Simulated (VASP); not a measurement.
# As (Pm-3m) in VASP: a series of runs

The runs below take As through relaxation of cell and atoms, single point, with RPBE+D3(BJ), r2SCAN, PBE.

Everything below comes from runs of VASP 6.6.1. Logs are shortened: lines on timing, memory, paths and dates and some standing lists are left out, and cuts for length are marked.

## 1. The cell of the first run

The structure is cubic, space group Pm-3m (No. 221). The conventional cell has a = 2.704 Å, b = 2.704 Å, c = 2.704 Å, α = 90.00°, β = 90.00°, γ = 90.00°. As (site symmetry m-3m) has 6 As at 2.70 Å within 3.6 Å.

## 2. Relaxation of cell and atoms, RPBE+D3(BJ)

The input, INCAR:

```
SYSTEM = As
ALGO = Normal ; EDIFF = 1E-6
EDIFFG = -0.01 ; ENCUT = 600
GGA = RP ; IBRION = 2
ISIF = 3 ; ISMEAR = -1
IVDW = 12 ; LASPH = .TRUE.
LCHARG = .FALSE. ; LREAL = .FALSE.
LWAVE = .FALSE. ; NELM = 60
NSW = 60 ; PREC = Accurate
SIGMA = 0.05
```

The input, KPOINTS:

```
k-points
0
G
  10 10 10
  0 0 0
```

The input, POSCAR:

```
As
1.0
    2.7036817444      0.0000000000      0.0000000000
    0.0000000000      2.7036817444      0.0000000000
    0.0000000000      0.0000000000      2.7036817444
As
1
Direct
    0.5000000000      0.5000000000      0.5000000000
```

Potentials or basis: VASP PAW PBE potentials, release 64 (As).

Command:

```sh
$ cat potpaw_PBE.64/As/POTCAR > POTCAR
$ mpirun -np 1 vasp_std > vasp.out
```

OUTCAR:

```text
SYSTEM = As
   EDIFF = 1E-6
   EDIFFG = -0.01
   ENCUT = 600
   GGA = RP
   IBRION = 2
   ISIF = 3
   ISMEAR = -1
   IVDW = 12
   LASPH = .TRUE.
   LREAL = .FALSE.
   NELM = 60
   NSW = 60
   PREC = Accurate
 IVDW          = 12

 ion  position               nearest neighbor table
   1  0.500  0.500  0.500-

  LATTYP: Found a simple cubic cell.
 ALAT       =     2.7036817444

  Lattice vectors:

 A1 = (   2.7036817444,   0.0000000000,   0.0000000000)
 A2 = (   0.0000000000,   2.7036817444,   0.0000000000)
 A3 = (   0.0000000000,   0.0000000000,   2.7036817444)

Analysis of symmetry for initial positions (statically):
=====================================================================
 Subroutine PRICEL returns:
 Original cell was already a primitive cell.

 Routine SETGRP: Setting up the symmetry group for a
 simple cubic supercell.

 Subroutine GETGRP returns: Found 48 space group operations
[... 9 lines left out ...]

 Routine SETGRP: Setting up the symmetry group for a
 simple cubic supercell.

 Subroutine GETGRP returns: Found 48 space group operations
[... 11 lines left out ...]
                                     Primitive cell

  volume of cell :      19.7636

  direct lattice vectors                    reciprocal lattice vectors
     2.703681744  0.000000000  0.000000000     0.369866018  0.000000000  0.000000000
     0.000000000  2.703681744  0.000000000     0.000000000  0.369866018  0.000000000
     0.000000000  0.000000000  2.703681744     0.000000000  0.000000000  0.369866018

  length of vectors
     2.703681744  2.703681744  2.703681744     0.369866018  0.369866018  0.369866018

  position of ions in fractional coordinates (direct lattice)
     0.500000000  0.500000000  0.500000000

  ion indices of the primitive-cell ions
   primitive index   ion index
                 1           1

----------------------------------------------------------------------------------------

 KPOINTS: k-points

Automatic generation of k-mesh.
 Grid dimensions read from file:
 generate k-points for:   10   10   10

 Generating k-lattice:

  Cartesian coordinates                     Fractional coordinates (reciprocal lattice)
     0.036986602  0.000000000  0.000000000     0.100000000  0.000000000  0.000000000
     0.000000000  0.036986602  0.000000000     0.000000000  0.100000000  0.000000000
     0.000000000  0.000000000  0.036986602     0.000000000  0.000000000  0.100000000

  Length of vectors
     0.036986602  0.036986602  0.036986602

  Shift w.r.t. Gamma in fractional coordinates (k-lattice)
     0.000000000  0.000000000  0.000000000

 Subroutine IBZKPT returns following result:
 ===========================================

 Found     56 irreducible k-points:

 Following reciprocal coordinates:
            Coordinates               Weight
  0.000000  0.000000  0.000000      1.000000
  0.100000  0.000000  0.000000      6.000000
  0.200000  0.000000  0.000000      6.000000
  0.300000  0.000000  0.000000      6.000000
  0.400000  0.000000  0.000000      6.000000
  0.500000  0.000000  0.000000      3.000000
[... 16 lines left out ...]
  0.200000  0.100000  0.100000     24.000000
  0.300000  0.100000  0.100000     24.000000
 [... further k-points ...]
   k-points           NKPTS =     56   k-points in BZ     NKDIM =     56   number of bands    NBANDS=      6
   number of dos      NEDOS =    301   number of ions     NIONS =      1
   total plane-waves  NPLWV =  13824
   dimension x,y,z NGX =    24 NGY =   24 NGZ =   24
   dimension x,y,z NGXF=    48 NGYF=   48 NGZF=   48
   ions per type =               1
   NGX,Y,Z   is equivalent  to a cutoff of  14.76, 14.76, 14.76 a.u.
   NGXF,Y,Z  is equivalent  to a cutoff of  29.51, 29.51, 29.51 a.u.
 SYSTEM =  As
   PREC   = accura    normal or accurate (medium, high low for compatibility)
   ISTART =      0    job   : 0-new  1-cont  2-samecut
   ICHARG =      2    charge: 1-file 2-atom 10-const
   ISPIN  =      1    spin polarized calculation?
   LNONCOLLINEAR =      F non collinear calculations
   LSORBIT =      F    spin-orbit coupling
   LASPH  =      T    aspherical Exc in radial PAW
   ENCUT  =  600.0 eV  44.10 Ry    6.64 a.u.   5.40  5.40  5.40*2*pi/ulx,y,z
   NELM   =     60;   NELMIN=  2; NELMDL= -5     # of ELM steps
   EDIFF  = 0.1E-05   stopping-criterion for ELM
   LREAL  =      F    real-space projection
   EDIFFG = -.1E-01   stopping-criterion for IOM
   NSW    =     60    number of steps for IOM
   IBRION =      2    ionic relax: 0-MD 1-quasi-New 2-CG
   NFREE  =      1    steps in history (QN), initial steepest desc. (CG)
   ISIF   =      3    stress and relaxation
   ISYM   =      2    0-nonsym 1-usesym 2-fastsym
   POTIM  = 0.5000    time-step for ionic-motion
   TEBEG  =    0.0;   TEEND  =   0.0 temperature during run
   PSTRESS=    0.0 pullay stress
   NELECT =       5.0000    total number of electrons
   NUPDOWN=      -1.0000    fix difference up-down
   EMIN   =  10.00;   EMAX   =-10.00  energy-range for DOS
[... 5 lines left out ...]
     AMIX     =   0.40;   BMIX     =  1.00
     AMIX_MAG =   1.60;   BMIX_MAG =  1.00
  volume/ion in A,a.u.               =      19.76       133.37
  Fermi-wavevector in a.u.,A,eV,Ry     =   1.035403  1.956627 14.586243  1.072059
  Thomas-Fermi vector in A             =   2.169744
   LORBIT       =      0    0 simple, 1 ext, 2 COOP (PROOUT), +10 PAW based schemes
   GGA     = RP    functional components
   LHFCALC =     F    Hartree Fock is set to
   AEXX    =    0.0000 exact exchange contribution
   IVDW    =    12    specifies the selected vdW correction
   LEPSILON=     F    determine dielectric tensor
   LRPA    =     F    only Hartree local field effects (RPA)
 conjugate gradient relaxation of ions
 non-spin polarized calculation
  energy-cutoff  :      600.00
  volume of cell :       19.76
 maximum number of plane-waves:       691
 NGX is ok and might be reduce to    24
   NGX = 11   NGY = 11   NGZ = 11

--------------------------------------- Ionic step        1  -------------------------------------------

 number of electron       5.0000001 magnetization

 Free energy of the ion-electron system (eV)
  ---------------------------------------------------
  ext. energy  EPLUGINS =         0.00000000
  ---------------------------------------------------
  free energy    TOTEN  =        -4.17589671 eV

  energy without entropy =       -4.17351533  energy(sigma->0) =       -4.17470602

------------------------ aborting loop because EDIFF is reached ----------------------------------------

 Edisp (eV)   -1.91099

 E8    (eV) :    -1.1745

  FORCE on cell =-STRESS in cart. coord.  units (eV):
  Direction    XX          YY          ZZ          XY          YZ          ZX
  --------------------------------------------------------------------------------------
  -------------------------------------------------------------------------------------
  Total      -1.99339    -1.99339    -1.99339    -0.00000    -0.00000     0.00000
  in kB    -161.59792  -161.59792  -161.59792    -0.00000    -0.00000     0.00000
  external pressure =     -161.60 kB  Pullay stress =        0.00 kB

 VOLUME and BASIS-vectors are now :
 -----------------------------------------------------------------------------
  energy-cutoff  :      600.00
  volume of cell :       19.76
      direct lattice vectors                 reciprocal lattice vectors
     2.703681744  0.000000000  0.000000000     0.369866018  0.000000000  0.000000000
     0.000000000  2.703681744  0.000000000     0.000000000  0.369866018  0.000000000
     0.000000000  0.000000000  2.703681744     0.000000000  0.000000000  0.369866018

 POSITION                                       TOTAL-FORCE (eV/Angst)
 -----------------------------------------------------------------------------------
      1.35184      1.35184      1.35184         0.000000      0.000000      0.000000
 -----------------------------------------------------------------------------------
    total drift:                                0.000000     -0.000000     -0.000000

  FREE ENERGIE OF THE ION-ELECTRON SYSTEM (eV)
  ---------------------------------------------------
  free  energy   TOTEN  =        -6.0868914811 eV

  energy  without entropy=       -6.0845101022  energy(sigma->0) =       -6.08570079

--------------------------------------- Ionic step        2  -------------------------------------------

 number of electron       5.0000000 magnetization

 E-fermi :  10.2104     XC(G=0): -11.7804

 val. band max:       10.1014886280   @ k =   0.2000   0.2000   0.0000
 cond. band min:      10.2530676267   @ k =   0.2000   0.2000   0.1000
 fundamental gap:      0.1515789987
 Fermi energy:        10.2103512441

 k-point     1 :       0.0000    0.0000    0.0000
  band No.  band energies     occupation
      1      -8.1867      2.00000
      2      15.4526      0.00000
      3      15.4526      0.00000
      4      15.4526      0.00000
      5      18.7701      0.00000
      6      18.7701      0.00000

 k-point     2 :       0.1000    0.0000    0.0000
  band No.  band energies     occupation
      1      -7.9441      2.00000
      2      12.4749      0.00000
      3      15.6863      0.00000
      4      15.6863      0.00000
      5      18.9718      0.00000
      6      20.9748      0.00000
[... 224 lines left out ...]
 POSITION                                       TOTAL-FORCE (eV/Angst)
 -----------------------------------------------------------------------------------
      1.22184      1.22184      1.22184         0.000000     -0.000000      0.000000
 -----------------------------------------------------------------------------------
    total drift:                                0.000000     -0.000000     -0.000000

  FREE ENERGIE OF THE ION-ELECTRON SYSTEM (eV)
  ---------------------------------------------------
  free  energy   TOTEN  =        -6.1596869202 eV

  energy  without entropy=       -6.1577818792  energy(sigma->0) =       -6.15873440

--------------------------------------- Ionic step        3  -------------------------------------------

 number of electron       5.0000000 magnetization

 Free energy of the ion-electron system (eV)
  ---------------------------------------------------
  ext. energy  EPLUGINS =         0.00000000
  ---------------------------------------------------
  free energy    TOTEN  =        -3.89311742 eV

  energy without entropy =       -3.89054014  energy(sigma->0) =       -3.89182878

 E-fermi :   8.1504     XC(G=0): -11.1698

 val. band max:        8.1200636500   @ k =   0.5000   0.4000   0.4000
 cond. band min:       8.2683568164   @ k =   0.2000   0.2000   0.0000
 fundamental gap:      0.1482931663
 Fermi energy:         8.1503786441

 k-point     1 :       0.0000    0.0000    0.0000
  band No.  band energies     occupation
      1      -8.5037      2.00000
      2      13.0890      0.00000
      3      13.0890      0.00000
      4      13.0890      0.00000
      5      16.8156      0.00000
      6      16.8156      0.00000

 k-point     2 :       0.1000    0.0000    0.0000
  band No.  band energies     occupation
      1      -8.2866      2.00000
      2      10.5304      0.00000
      3      13.2905      0.00000
      4      13.2905      0.00000
      5      17.0009      0.00000
      6      18.6238      0.00000
[... 224 lines left out ...]
 POSITION                                       TOTAL-FORCE (eV/Angst)
 -----------------------------------------------------------------------------------
      1.27530      1.27530      1.27530         0.000000     -0.000000      0.000000
 -----------------------------------------------------------------------------------
    total drift:                                0.000000     -0.000000     -0.000000

  FREE ENERGIE OF THE ION-ELECTRON SYSTEM (eV)
  ---------------------------------------------------
  free  energy   TOTEN  =        -6.2728749944 eV

  energy  without entropy=       -6.2702977143  energy(sigma->0) =       -6.27158635

 reached required accuracy - stopping structural energy minimisation
```

Wall time 8.9 s (1 thread of Intel Xeon Platinum 8559C (Emerald Rapids), shared host); peak memory 0.15 GiB.

What came out:

```yaml
Free_energy: -6.2729 eV
Relaxed_volume: 16.59 Å³/atom
Relaxed_cell: a = 2.551 Å, b = 2.551 Å, c = 2.551 Å, α = 90.00°, β = 90.00°, γ = 90.00°
Space_group_after_relaxing_to_0.05_Å: Pm-3m (No. 221)
Energy_gained_by_relaxing: 186.0 meV/atom
Ionic_steps: 3
Pressure_after_relaxing: 0.0 GPa
Dispersion_energy_per_atom: -2.380 eV
```

Step by step:
```tsv
step	energy change (eV)	largest force (eV/Å)	pressure (GPa)	volume (Å³)
1	0.0000	0.0000	-16.16	19.76
2	-0.0728	0.0000	20.89	14.59
3	-0.1860	0.0000	-0.04	16.59
```

Final structure:
```
As
1.0
     2.55059    0.00000    0.00000
     0.00000    2.55059    0.00000
     0.00000    0.00000    2.55059
As
1
Direct
  0.50000 0.50000 0.50000
```

Caveat: the volume moved by over 15 % at a fixed basis, so the end points are rough; the PAW data sets were made with another functional, which shifts forces and pressure a little; pairwise dispersion overbinds metals, which lowers pressure and volume.

(Part 1 of 3 ends here.)
